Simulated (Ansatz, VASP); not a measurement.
**One calculation of AlN, two programs**

```
CELL_PARAMETERS angstrom
3.14211 0.00000 0.00000
-1.57106 2.72115 0.00000
0.00000 0.00000 4.97800
ATOMIC_POSITIONS crystal
Al 0.33333 0.66667 0.00000
Al 0.66667 0.33333 0.50000
N 0.33333 0.66667 0.38500
N 0.66667 0.33333 0.88500
```

Change from the starting cell: equal xx and yy strain of +1 %, crystal datasets.

Alike in both runs: task electric field gradients; functional PBEsol; k mesh 11 × 11 × 6; occupations fermi-dirac, width 0.02 eV; no spin polarisation.

|  | VASP | Ansatz |
| --- | --- | --- |
| version | VASP 6.6.1 | Ansatz 0.2.0 |
| potentials or method | VASP PAW PBE potentials, release 64 (Al, N), cutoff 520 eV | all-electron PAW with datasets made for the crystal, scalar-relativistic |

```tsv
	VASP	Ansatz	Ansatz less VASP
gap on the k mesh at the Fermi level (eV)	3.89	3.89	-0.005
pressure (GPa)	-3.5	-3.6	-0.08
traceless stress, the component that is largest in VASP (GPa)	1.44	1.43	-0.009
rms of the force components (eV/Å)	0.041	0.041	+0.0007
size of Vzz on the site where it differs most (V/Å²)	1.4	1.5	+0.11
```

VASP's potentials were made for PBE, not for PBEsol. Atom by atom the forces differ by 0.001 eV/Å (rms over components). Ansatz ran all-electron here, and VASP with PAW potentials.
